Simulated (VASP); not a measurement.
# BN (Pm-3m) in VASP: relaxation of cell and atoms with PBE

Aim: the relaxation of cell and atoms of BN with PBE.

All numbers are computed with VASP 6.6.1; they aren't measurements. Logs are shortened: lines on timing, memory, paths and dates and some standing lists are left out, and cuts for length are marked.

## (1) The cell of the first run

It takes space group Pm-3m (No. 221, cubic). Conventional cell: a = 1.905 Å, b = 1.905 Å, c = 1.905 Å, α = 90.00°, β = 90.00°, γ = 90.00°. Within 2.2 Å of B (site symmetry m-3m) lie 8 N at 1.65 Å and 6 B at 1.91 Å. N (site symmetry m-3m) has 8 B at 1.65 Å and 6 N at 1.91 Å within 2.2 Å.

## (2) Relaxation of cell and atoms, PBE

Input file INCAR:

```
SYSTEM = BN
ALGO = Normal ; EDIFF = 1E-7
EDIFFG = -0.005 ; ENCUT = 1330
GGA = PE ; GGA_COMPAT = .FALSE.
IBRION = 2 ; ISIF = 3
ISMEAR = -1 ; LASPH = .TRUE.
LCHARG = .FALSE. ; LREAL = .FALSE.
LWAVE = .FALSE. ; NELM = 120
NELMIN = 4 ; NSW = 80
PREC = Accurate ; SIGMA = 0.02
```

Input file KPOINTS:

```
k-points
0
G
  12 12 12
  0 0 0
```

Input file POSCAR:

```
BN
1.0
    1.9050249482      0.0000000000      0.0000000000
    0.0000000000      1.9050249482      0.0000000000
    0.0000000000      0.0000000000      1.9050249482
B N
1 1
Direct
    0.0000000000      0.0000000000      0.0000000000
    0.5000000000      0.5000000000      0.5000000000
```

Potentials or basis: VASP PAW PBE potentials, release 64 (B_h, N_h).

The run is started by

```bash
$ cat potpaw_PBE.64/B_h/POTCAR potpaw_PBE.64/N_h/POTCAR > POTCAR
$ mpirun -np 1 vasp_std > vasp.out
```

OUTCAR:

```text
SYSTEM = BN
   EDIFF = 1E-7
   EDIFFG = -0.005
   ENCUT = 1330
   GGA = PE
   IBRION = 2
   ISIF = 3
   ISMEAR = -1
   LASPH = .TRUE.
   LREAL = .FALSE.
   NELM = 120
   NELMIN = 4
   NSW = 80
   PREC = Accurate

 ion  position               nearest neighbor table
   1  0.000  0.000  0.000-
   2  0.500  0.500  0.500-

  LATTYP: Found a simple cubic cell.
 ALAT       =     1.9050249482

  Lattice vectors:

 A1 = (   1.9050249482,   0.0000000000,   0.0000000000)
 A2 = (   0.0000000000,   1.9050249482,   0.0000000000)
 A3 = (   0.0000000000,   0.0000000000,   1.9050249482)

Analysis of symmetry for initial positions (statically):
=====================================================================
 Subroutine PRICEL returns:
 Original cell was already a primitive cell.

 Routine SETGRP: Setting up the symmetry group for a
 simple cubic supercell.

 Subroutine GETGRP returns: Found 48 space group operations
 (whereof 48 operations were pure point group operations)
 out of a pool of 48 trial point group operations.

The static configuration has the point symmetry O_h .

Analysis of symmetry for dynamics (positions and initial velocities):
=====================================================================
 Subroutine PRICEL returns:
 Original cell was already a primitive cell.

 Routine SETGRP: Setting up the symmetry group for a
 simple cubic supercell.

 Subroutine GETGRP returns: Found 48 space group operations
 (whereof 48 operations were pure point group operations)
 out of a pool of 48 trial point group operations.

The dynamic configuration has the point symmetry O_h .

 Subroutine INISYM returns: Found 48 space group operations
 (whereof 48 operations are pure point group operations),
 and found     1 'primitive' translations

----------------------------------------------------------------------------------------

                                     Primitive cell

  volume of cell :       6.9136

  direct lattice vectors                    reciprocal lattice vectors
     1.905024948  0.000000000  0.000000000     0.524927509  0.000000000  0.000000000
     0.000000000  1.905024948  0.000000000     0.000000000  0.524927509  0.000000000
     0.000000000  0.000000000  1.905024948     0.000000000  0.000000000  0.524927509

  length of vectors
     1.905024948  1.905024948  1.905024948     0.524927509  0.524927509  0.524927509

  position of ions in fractional coordinates (direct lattice)
     0.000000000  0.000000000  0.000000000
     0.500000000  0.500000000  0.500000000

  ion indices of the primitive-cell ions
   primitive index   ion index
                 1           1
                 2           2

----------------------------------------------------------------------------------------

 KPOINTS: k-points

Automatic generation of k-mesh.
 Grid dimensions read from file:
 generate k-points for:   12   12   12

 Generating k-lattice:

  Cartesian coordinates                     Fractional coordinates (reciprocal lattice)
     0.043743959  0.000000000  0.000000000     0.083333333  0.000000000  0.000000000
     0.000000000  0.043743959  0.000000000     0.000000000  0.083333333  0.000000000
     0.000000000  0.000000000  0.043743959     0.000000000  0.000000000  0.083333333

  Length of vectors
     0.043743959  0.043743959  0.043743959

  Shift w.r.t. Gamma in fractional coordinates (k-lattice)
     0.000000000  0.000000000  0.000000000

 Subroutine IBZKPT returns following result:
 ===========================================

 Found     84 irreducible k-points:

 Following reciprocal coordinates:
            Coordinates               Weight
  0.000000  0.000000  0.000000      1.000000
  0.083333  0.000000  0.000000      6.000000
  0.166667  0.000000  0.000000      6.000000
  0.250000  0.000000  0.000000      6.000000
  0.333333  0.000000  0.000000      6.000000
  0.416667  0.000000  0.000000      6.000000
[... 16 lines left out ...]
  0.333333  0.333333  0.000000     12.000000
  0.416667  0.333333  0.000000     24.000000
 [... further k-points ...]
   k-points           NKPTS =     84   k-points in BZ     NKDIM =     84   number of bands    NBANDS=      8
   number of dos      NEDOS =    301   number of ions     NIONS =      2
   total plane-waves  NPLWV =  13824
   dimension x,y,z NGX =    24 NGY =   24 NGZ =   24
   dimension x,y,z NGXF=    48 NGYF=   48 NGZF=   48
   ions per type =               1   1
   NGX,Y,Z   is equivalent  to a cutoff of  20.94, 20.94, 20.94 a.u.
   NGXF,Y,Z  is equivalent  to a cutoff of  41.89, 41.89, 41.89 a.u.
 SYSTEM =  BN
   PREC   = accura    normal or accurate (medium, high low for compatibility)
   ISTART =      0    job   : 0-new  1-cont  2-samecut
   ICHARG =      2    charge: 1-file 2-atom 10-const
   ISPIN  =      1    spin polarized calculation?
   LNONCOLLINEAR =      F non collinear calculations
   LSORBIT =      F    spin-orbit coupling
   LASPH  =      T    aspherical Exc in radial PAW
   ENCUT  = 1330.0 eV  97.75 Ry    9.89 a.u.   5.66  5.66  5.66*2*pi/ulx,y,z
   NELM   =    120;   NELMIN=  4; NELMDL= -5     # of ELM steps
   EDIFF  = 0.1E-06   stopping-criterion for ELM
   LREAL  =      F    real-space projection
   EDIFFG = -.5E-02   stopping-criterion for IOM
   NSW    =     80    number of steps for IOM
   IBRION =      2    ionic relax: 0-MD 1-quasi-New 2-CG
   NFREE  =      1    steps in history (QN), initial steepest desc. (CG)
   ISIF   =      3    stress and relaxation
   ISYM   =      2    0-nonsym 1-usesym 2-fastsym
   POTIM  = 0.5000    time-step for ionic-motion
   TEBEG  =    0.0;   TEEND  =   0.0 temperature during run
   PSTRESS=    0.0 pullay stress
   NELECT =       8.0000    total number of electrons
   NUPDOWN=      -1.0000    fix difference up-down
   EMIN   =  10.00;   EMAX   =-10.00  energy-range for DOS
   EFERMI =   0.00;   METHOD = LEGACY
   ISMEAR =    -1;   SIGMA  =   0.02  broadening in eV -4-tet -1-fermi 0-gaus
   EFERMI_NEDOS =   21; number of points for ismear=-14 and -15
   IALGO  =     38    algorithm
   IMIX   =      4    mixing-type and parameters
     AMIX     =   0.40;   BMIX     =  1.00
     AMIX_MAG =   1.60;   BMIX_MAG =  1.00
  volume/ion in A,a.u.               =       3.46        23.33
  Fermi-wavevector in a.u.,A,eV,Ry     =   1.718716  3.247903 40.191409  2.953985
  Thomas-Fermi vector in A             =   2.795477
   LORBIT       =      0    0 simple, 1 ext, 2 COOP (PROOUT), +10 PAW based schemes
   GGA     = PE    functional components
   LHFCALC =     F    Hartree Fock is set to
   AEXX    =    0.0000 exact exchange contribution
   IVDW    =     0    specifies the selected vdW correction
   LEPSILON=     F    determine dielectric tensor
   LRPA    =     F    only Hartree local field effects (RPA)
 conjugate gradient relaxation of ions
 non-spin polarized calculation
  energy-cutoff  :     1330.00
  volume of cell :        6.91
 maximum number of plane-waves:       772
 NGX is ok and might be reduce to    24
   NGX = 11   NGY = 11   NGZ = 11

--------------------------------------- Ionic step        1  -------------------------------------------

 number of electron       8.0000000 magnetization

 Free energy of the ion-electron system (eV)
  ---------------------------------------------------
  ext. energy  EPLUGINS =         0.00000000
  ---------------------------------------------------
  free energy    TOTEN  =        -5.02905863 eV

  energy without entropy =       -5.02765012  energy(sigma->0) =       -5.02835438

------------------------ aborting loop because EDIFF is reached ----------------------------------------

  FORCE on cell =-STRESS in cart. coord.  units (eV):
  Direction    XX          YY          ZZ          XY          YZ          ZX
  --------------------------------------------------------------------------------------
  -------------------------------------------------------------------------------------
  Total       20.0239056     20.0239056     20.0239056      0.0000000     -0.0000000     -0.0000000
  in kB     4640.4208461   4640.4208461   4640.4208461      0.0000000     -0.0000000     -0.0000000
  external PRESSURE =    4640.4208461 kB  Pullay stress =       0.0000000 kB
[... 21 lines left out ...]
  energy  without entropy=       -5.0276501170  energy(sigma->0) =       -5.02835438

--------------------------------------- Ionic step        2  -------------------------------------------

 number of electron       8.0000001 magnetization

 E-fermi :   3.2354     XC(G=0): -10.5654

 val. band max:        3.2216991262   @ k =   0.3333   0.0000   0.0000
 cond. band min:       3.2355381352   @ k =   0.4167   0.1667   0.0833
 fundamental gap:      0.0138390091
 Fermi energy:         3.2353596164

 k-point     1 :       0.0000    0.0000    0.0000
  band No.  band energies     occupation
      1     -11.7986      2.00000
      2       0.0795      2.00000
      3       2.3856      2.00000
      4       2.3856      2.00000
      5       2.3856      2.00000
      6       9.7368      0.00000
      7       9.7368      0.00000
      8       9.7368      0.00000
[... 358 lines left out ...]
  energy  without entropy=      -10.0161412130  energy(sigma->0) =      -10.01695384

--------------------------------------- Ionic step        5  -------------------------------------------

 number of electron       8.0000000 magnetization

 Free energy of the ion-electron system (eV)
  ---------------------------------------------------
  ext. energy  EPLUGINS =         0.00000000
  ---------------------------------------------------
  free energy    TOTEN  =       -10.02034725 eV

  energy without entropy =      -10.01830434  energy(sigma->0) =      -10.01932580

 E-fermi :  10.5656     XC(G=0): -13.2813

 val. band max:       10.5469816997   @ k =   0.4167   0.3333   0.1667
 cond. band min:      10.5675829874   @ k =   0.4167   0.4167   0.4167
 fundamental gap:      0.0206012877
 Fermi energy:        10.5656345127

 k-point     1 :       0.0000    0.0000    0.0000
  band No.  band energies     occupation
      1     -10.4842      2.00000
      2       8.5180      2.00000
      3       8.5180      2.00000
      4       8.5180      2.00000
      5      12.1229      0.00000
      6      21.6429      0.00000
      7      21.6429      0.00000
      8      21.6429      0.00000
[... 282 lines left out ...]
  FREE ENERGIE OF THE ION-ELECTRON SYSTEM (eV)
  ---------------------------------------------------
  free  energy   TOTEN  =       -10.0203472530 eV

  energy  without entropy=      -10.0183043428  energy(sigma->0) =      -10.01932580

 reached required accuracy - stopping structural energy minimisation
```

Wall time 20 s (1 thread of AMD EPYC 9R45 (Zen 5), shared host); peak memory 0.11 GiB.

What came out:

| Item | Value |
| --- | --- |
| Free energy | -10.0203 eV |
| Relaxed volume | 6.25 Å³/atom |
| Relaxed cell | a = 2.320 Å, b = 2.320 Å, c = 2.320 Å, α = 90.00°, β = 90.00°, γ = 90.00° |
| Space group after relaxing (to 0.1 Å) | Pm-3m (No. 221) |
| Energy gained by relaxing | 2495.6 meV/atom |
| Ionic steps | 5 |
| Pressure after relaxing | -0.1 GPa |
| Band gap on the k mesh | zero (bands 4 and 5 overlap by 3.01 eV) |

Step by step:
```
step  energy change (eV)  largest force (eV/Å)  pressure (GPa)  volume (Å³)
   1              0.0000                0.0000          464.04         6.91
   2             -2.7028                0.0000          -46.87        22.55
   3             -4.9811                0.0000           -7.55        12.91
   4             -4.9887                0.0000           -3.84        12.70
   5             -4.9913                0.0000           -0.13        12.49
```

Final structure:
```xyz
2
Lattice="2.3204 0.0000 0.0000 0.0000 2.3204 0.0000 0.0000 0.0000 2.3204" Properties=species:S:1:pos:R:3 pbc="T T T"
B     0.0000    0.0000    0.0000
N     1.1602    1.1602    1.1602
```

Levels at points of the mesh, in eV from the Fermi level:
| k point | band 1 | band 2 | band 3 | band 4 | band 5 | band 6 | band 7 | band 8 |
| --- | --- | --- | --- | --- | --- | --- | --- | --- |
| (0.00, 0.00, 0.00) | -21.05 | -2.05 | -2.05 | -2.05 | 1.56 | 11.08 | 11.08 | 11.08 |
| (0.50, 0.00, 0.00) | -17.34 | -12.60 | 0.56 | 0.56 | 4.28 | 6.99 | 6.99 | 7.28 |
| (0.50, 0.50, 0.00) | -13.57 | -9.35 | -9.35 | -3.49 | 1.61 | 8.51 | 8.51 | 9.10 |
| (0.50, 0.50, 0.50) | -10.98 | -4.84 | -4.84 | -4.84 | -1.31 | -1.31 | -1.31 | 3.21 |

Caveat: the volume moved by over 15 % at a fixed basis, so the end points are rough; the structure was generated, so it needn't be the stable form of BN.

The gap in the log of VASP goes by the Fermi energy; the results here count the filled bands.